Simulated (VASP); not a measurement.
# BeC2 (R-3m) in VASP: single point with PBEsol

Aim: the single point of BeC2 with PBEsol.

Program: VASP 6.6.1. These are calculated values, not measurements. Logs are shortened: lines on timing, memory, paths and dates and some standing lists are left out, and cuts for length are marked.

## (1) The cell of the first run

The structure is trigonal, space group R-3m (No. 166). The conventional cell has a = 4.310 Å, b = 4.310 Å, c = 6.137 Å, α = 90.00°, β = 90.00°, γ = 120.00°. Within 3.3 Å of Be (site symmetry -3m) lie 14 C at 2.54 to 2.93 Å and 6 Be at 3.22 Å. C (site symmetry 3m) has 1 C at 1.04 Å within 1.4 Å.

## (2) Single point, PBEsol (Ba replaced by Be, lengths x 0.805, strained)

Contents of INCAR:

```
  PREC = Accurate
  ENCUT = 520
  EDIFF = 1E-7
  ISMEAR = 0
  SIGMA = 0.01
  LREAL = False
  LASPH = True
  NELM = 80
  ALGO = Normal
  ISIF = 2
  LWAVE = False
  LCHARG = False
  GGA = PS
  NBANDS = 12
```

Contents of KPOINTS:

```
regular mesh
0
Gamma
  12 12 12
```

Contents of POSCAR:

```
BeC2
1.0
    2.1548657100      1.2441122978      2.0455395607
   -2.1548657100      1.2441122978      2.0455395607
    0.0000000000     -2.4882245955      2.0455395607
Be C
1 2
Direct
    0.0000000000      0.0000000000      0.0000000000
    0.5849370000      0.5849370000      0.5849370000
    0.4150630000      0.4150630000      0.4150630000
```

Potentials or basis: VASP PAW PBE potentials, release 64 (Be, C).

Launch:

```console
$ cat potpaw_PBE.64/Be/POTCAR potpaw_PBE.64/C/POTCAR > POTCAR
$ mpirun -np 1 vasp_std > vasp.out
```

OUTCAR:

```text
PREC = Accurate
   ENCUT = 520
   EDIFF = 1E-7
   ISMEAR = 0
   LREAL = False
   LASPH = True
   NELM = 80
   ISIF = 2
   GGA = PS

 ion  position               nearest neighbor table
   1  0.000  0.000  0.000-
   2  0.585  0.585  0.585-   3 1.04
   3  0.415  0.415  0.415-   2 1.04

  LATTYP: Found a trigonal (rhomboedric) cell.
 ALAT       =     3.2211013228
 COS(alpha) =     0.1049204312

  Lattice vectors:

 A1 = (   2.1548657100,   1.2441122978,   2.0455395607)
 A2 = (  -2.1548657100,   1.2441122978,   2.0455395607)
 A3 = (   0.0000000000,  -2.4882245955,   2.0455395607)

Analysis of symmetry for initial positions (statically):
=====================================================================
 Subroutine PRICEL returns:
 Original cell was already a primitive cell.

 Routine SETGRP: Setting up the symmetry group for a
 trigonal (rhombohedral) supercell.

 Subroutine GETGRP returns: Found 12 space group operations
 (whereof 12 operations were pure point group operations)
 out of a pool of 12 trial point group operations.

The static configuration has the point symmetry D_3d.

Analysis of symmetry for dynamics (positions and initial velocities):
=====================================================================
 Subroutine PRICEL returns:
 Original cell was already a primitive cell.

 Routine SETGRP: Setting up the symmetry group for a
 trigonal (rhombohedral) supercell.

 Subroutine GETGRP returns: Found 12 space group operations
 (whereof 12 operations were pure point group operations)
 out of a pool of 12 trial point group operations.

The dynamic configuration has the point symmetry D_3d.

 Subroutine INISYM returns: Found 12 space group operations
 (whereof 12 operations are pure point group operations),
 and found     1 'primitive' translations

----------------------------------------------------------------------------------------

                                     Primitive cell

  volume of cell :      32.9033

  direct lattice vectors                    reciprocal lattice vectors
     2.154865710  1.244112298  2.045539561     0.232033021  0.133964327  0.162956190
    -2.154865710  1.244112298  2.045539561    -0.232033021  0.133964327  0.162956190
     0.000000000 -2.488224596  2.045539561     0.000000000 -0.267928654  0.162956190

  length of vectors
     3.221101323  3.221101323  3.221101323     0.313592863  0.313592863  0.313592863

  position of ions in fractional coordinates (direct lattice)
     0.000000000  0.000000000  0.000000000
     0.584937000  0.584937000  0.584937000
     0.415063000  0.415063000  0.415063000

  ion indices of the primitive-cell ions
   primitive index   ion index
                 1           1
                 2           2
                 3           3

----------------------------------------------------------------------------------------

 KPOINTS: regular mesh

Automatic generation of k-mesh.
 Grid dimensions read from file:
 generate k-points for:   12   12   12

 Generating k-lattice:

  Cartesian coordinates                     Fractional coordinates (reciprocal lattice)
     0.019336085  0.011163694  0.013579683     0.083333333  0.000000000  0.000000000
    -0.019336085  0.011163694  0.013579683     0.000000000  0.083333333  0.000000000
     0.000000000 -0.022327388  0.013579683     0.000000000  0.000000000  0.083333333

  Length of vectors
     0.026132739  0.026132739  0.026132739

  Shift w.r.t. Gamma in fractional coordinates (k-lattice)
     0.000000000  0.000000000  0.000000000

 Subroutine IBZKPT returns following result:
 ===========================================

 Found    189 irreducible k-points:

 Following reciprocal coordinates:
            Coordinates               Weight
  0.000000  0.000000  0.000000      1.000000
  0.083333 -0.000000 -0.000000      6.000000
  0.166667  0.000000 -0.000000      6.000000
  0.250000 -0.000000 -0.000000      6.000000
  0.333333  0.000000  0.000000      6.000000
  0.416667 -0.000000 -0.000000      6.000000
[... 16 lines left out ...]
  0.500000  0.166667 -0.000000     12.000000
 -0.416667  0.166667  0.000000     12.000000
 [... further k-points ...]
   k-points           NKPTS =    189   k-points in BZ     NKDIM =    189   number of bands    NBANDS=     12
   number of dos      NEDOS =    301   number of ions     NIONS =      3
   total plane-waves  NPLWV =  13824
   dimension x,y,z NGX =    24 NGY =   24 NGZ =   24
   dimension x,y,z NGXF=    48 NGYF=   48 NGZF=   48
   ions per type =               1   2
   NGX,Y,Z   is equivalent  to a cutoff of  12.39, 12.39, 12.39 a.u.
   NGXF,Y,Z  is equivalent  to a cutoff of  24.77, 24.77, 24.77 a.u.
 SYSTEM =  unknown system
   PREC   = accura    normal or accurate (medium, high low for compatibility)
   ISTART =      0    job   : 0-new  1-cont  2-samecut
   ICHARG =      2    charge: 1-file 2-atom 10-const
   ISPIN  =      1    spin polarized calculation?
   LNONCOLLINEAR =      F non collinear calculations
   LSORBIT =      F    spin-orbit coupling
   LASPH  =      T    aspherical Exc in radial PAW
   ENCUT  =  520.0 eV  38.22 Ry    6.18 a.u.   5.99  5.99  5.99*2*pi/ulx,y,z
   NELM   =     80;   NELMIN=  2; NELMDL= -5     # of ELM steps
   EDIFF  = 0.1E-06   stopping-criterion for ELM
   LREAL  =      F    real-space projection
   EDIFFG = 0.1E-05   stopping-criterion for IOM
   NSW    =      0    number of steps for IOM
   IBRION =     -1    ionic relax: 0-MD 1-quasi-New 2-CG
   NFREE  =      0    steps in history (QN), initial steepest desc. (CG)
   ISIF   =      2    stress and relaxation
   ISYM   =      2    0-nonsym 1-usesym 2-fastsym
   POTIM  = 0.5000    time-step for ionic-motion
   TEBEG  =    0.0;   TEEND  =   0.0 temperature during run
   PSTRESS=    0.0 pullay stress
   NELECT =      10.0000    total number of electrons
   NUPDOWN=      -1.0000    fix difference up-down
   EMIN   =  10.00;   EMAX   =-10.00  energy-range for DOS
   EFERMI =   0.00;   METHOD = LEGACY
   ISMEAR =     0;   SIGMA  =   0.01  broadening in eV -4-tet -1-fermi 0-gaus
   EFERMI_NEDOS =   21; number of points for ismear=-14 and -15
   IALGO  =     38    algorithm
   IMIX   =      4    mixing-type and parameters
     AMIX     =   0.40;   BMIX     =  1.00
     AMIX_MAG =   1.60;   BMIX_MAG =  1.00
  volume/ion in A,a.u.               =      10.97        74.01
  Fermi-wavevector in a.u.,A,eV,Ry     =   1.100682  2.079987 16.483469  1.211501
  Thomas-Fermi vector in A             =   2.237097
   LORBIT       =      0    0 simple, 1 ext, 2 COOP (PROOUT), +10 PAW based schemes
   GGA     = PS    functional components
   LHFCALC =     F    Hartree Fock is set to
   AEXX    =    0.0000 exact exchange contribution
   IVDW    =     0    specifies the selected vdW correction
   LEPSILON=     F    determine dielectric tensor
   LRPA    =     F    only Hartree local field effects (RPA)
 non-spin polarized calculation
 Gauss-broadening in eV      SIGMA  =   0.01
  energy-cutoff  :      520.00
  volume of cell :       32.90
 maximum number of plane-waves:       899
   NGX = 11   NGY = 11   NGZ = 11

 number of electron      10.0000000 magnetization

 Free energy of the ion-electron system (eV)
  ---------------------------------------------------
  ext. energy  EPLUGINS =         0.00000000
  ---------------------------------------------------
  free energy    TOTEN  =       -13.84962850 eV

  energy without entropy =      -13.84962684  energy(sigma->0) =      -13.84962767

 E-fermi :   2.7220     XC(G=0):  -9.8581

 val. band max:        2.7043638115   @ k =  -0.3333   0.2500   0.2500
 cond. band min:       2.7379019806   @ k =   0.5000   0.5000  -0.0000
 fundamental gap:      0.0335381691
 Fermi energy:         2.7220384722

 k-point     1 :       0.0000    0.0000    0.0000
  band No.  band energies     occupation
      1     -12.4017      2.00000
      2      -2.4107      2.00000
      3       0.2080      2.00000
      4       0.2080      2.00000
      5       1.3843      2.00000
      6       7.4294      0.00000
      7       7.4294      0.00000
      8       8.0970      0.00000
      9      10.3029      0.00000
     10      10.3029      0.00000
     11      11.0658      0.00000
     12      16.8739      0.00000

 k-point     2 :       0.0833   -0.0000   -0.0000
  band No.  band energies     occupation
      1     -12.3669      2.00000
      2      -2.5079      2.00000
      3       0.1692      2.00000
      4       0.2512      2.00000
      5       1.3064      2.00000
      6       7.4106      0.00000
      7       7.7163      0.00000
      8       8.0103      0.00000
      9      10.2680      0.00000
     10      10.3680      0.00000
     11      10.9511      0.00000
     12      16.7549      0.00000

 k-point     3 :       0.1667    0.0000   -0.0000
  band No.  band energies     occupation
      1     -12.2690      2.00000
      2      -2.7939      2.00000
      3       0.0186      2.00000
      4       0.3743      2.00000
      5       1.2512      2.00000
      6       7.3209      0.00000
      7       7.7782      0.00000
      8       8.2701      0.00000
      9      10.2317      0.00000
     10      10.6410      0.00000
     11      10.7359      0.00000
     12      16.4270      0.00000

 k-point     4 :       0.2500   -0.0000   -0.0000
  band No.  band energies     occupation
      1     -12.1272      2.00000
      2      -3.2225      2.00000
      3      -0.1912      2.00000
      4       0.5562      2.00000
      5       1.3619      2.00000
      6       7.1067      0.00000
      7       7.4779      0.00000
      8       8.5286      0.00000
      9      10.3334      0.00000
     10      10.3688      0.00000
     11      11.5512      0.00000
     12      15.9110      0.00000

 k-point     5 :       0.3333    0.0000    0.0000
  band No.  band energies     occupation
      1     -11.9747      2.00000
      2      -3.6782      2.00000
      3      -0.3492      2.00000
      4       0.7580      2.00000
      5       1.5560      2.00000
      6       6.7995      0.00000
      7       7.1980      0.00000
      8       8.4359      0.00000
      9      10.1340      0.00000
     10      10.6306      0.00000
     11      12.7016      0.00000
     12      15.2345      0.00000
[... 228 lines left out ...]
      1     -11.8816      2.00000
      2      -3.3968      2.00000
      3      -1.1459      2.00000
      4       1.1560      2.00000
      5       1.4656      2.00000
      6       5.5136      0.00000
      7       8.3282      0.00000
      8       8.7100      0.00000
      9       9.7748      0.00000
     10      10.6342      0.00000
     11      12.0723      0.00000
     12      16.1199      0.00000

 k-point    22 :       0.4167    0.1667   -0.0000
  band No.  band energies     occupation
      1     -11.7609      2.00000
      2      -3.7360      2.00000
      3      -1.1862      2.00000
      4       1.2891      2.00000
      5       1.6170      2.00000
      6       5.1408      0.00000
      7       8.1347      0.00000
      8       8.5008      0.00000
      9       9.5959      0.00000
     10      10.9702      0.00000
     11      13.0977      0.00000
     12      15.9450      0.00000

 k-point    23 :       0.5000    0.1667   -0.0000
  band No.  band energies     occupation
      1     -11.7057      2.00000
      2      -3.8966      2.00000
      3      -1.2306      2.00000
      4       1.3304      2.00000
      5       1.7301      2.00000
      6       5.0522      0.00000
      7       8.0426      0.00000
      8       8.3054      0.00000
      9       9.4551      0.00000
     10      11.3367      0.00000
     11      13.7479      0.00000
     12      15.8345      0.00000

 k-point    24 :      -0.4167    0.1667    0.0000
  band No.  band energies     occupation
      1     -11.7366      2.00000
      2      -3.8307      2.00000
      3      -1.2694      2.00000
      4       1.2745      2.00000
      5       1.7200      2.00000
      6       5.2683      0.00000
      7       8.0649      0.00000
      8       8.2339      0.00000
      9       9.4065      0.00000
     10      11.5218      0.00000
     11      13.7967      0.00000
     12      15.9143      0.00000

 [... further k-points ...]

------------------------ aborting loop because EDIFF is reached ----------------------------------------

  FORCE on cell =-STRESS in cart. coord.  units (eV):
  Direction    XX          YY          ZZ          XY          YZ          ZX
  --------------------------------------------------------------------------------------
  -------------------------------------------------------------------------------------
  Total       -1.2450236     -1.2450236     26.4786618      0.0000000      0.0000000      0.0000000
  in kB      -60.6246475    -60.6246475   1289.3406864      0.0000000      0.0000000      0.0000000
  external PRESSURE =     389.3637971 kB  Pullay stress =       0.0000000 kB

 VOLUME and BASIS-vectors are now :
 -----------------------------------------------------------------------------
  energy-cutoff  :      520.00
  volume of cell :       32.90
      direct lattice vectors                 reciprocal lattice vectors
     2.154865710  1.244112298  2.045539561     0.232033021  0.133964327  0.162956190
    -2.154865710  1.244112298  2.045539561    -0.232033021  0.133964327  0.162956190
     0.000000000 -2.488224596  2.045539561     0.000000000 -0.267928654  0.162956190

 POSITION                                       TOTAL-FORCE (eV/Angst)
 -----------------------------------------------------------------------------------
      0.00000      0.00000      0.00000         0.000000     -0.000000     -0.000000
      0.00000      0.00000      3.58954         0.000000      0.000000     34.826099
      0.00000      0.00000      2.54708         0.000000     -0.000000    -34.826099
 -----------------------------------------------------------------------------------
    total drift:                               -0.000000      0.000000      0.000000

  FREE ENERGIE OF THE ION-ELECTRON SYSTEM (eV)
  ---------------------------------------------------
  free  energy   TOTEN  =       -13.8496284956 eV

  energy  without entropy=      -13.8496268431  energy(sigma->0) =      -13.84962767
```

It took 24 s on 1 thread of Intel Xeon 6975P-C, shared host; peak memory 0.18 GiB.

Results:

| Quantity | Value |
| --- | --- |
| Free energy | -13.8496 eV |
| Pressure | 38.9 GPa |
| Largest force | 34.826 eV/Å |
| Band gap on the k mesh | 0.03 eV, indirect (least direct gap 0.91 eV) |

Forces in eV/Å, atoms in the order of the input:
```
Be    0.000   0.000   0.000
C     0.000   0.000  34.826
C     0.000   0.000 -34.826
```

Stress tensor (GPa, compression positive):
```
 -6.06   0.00   0.00
  0.00  -6.06   0.00
  0.00   0.00 128.93
```

Caveat: the cell differs from its parent crystal (Ba replaced by Be, lengths x 0.805, strained); the PAW data sets were made with another functional, which shifts forces and pressure a little. A k mesh can miss the band edges.
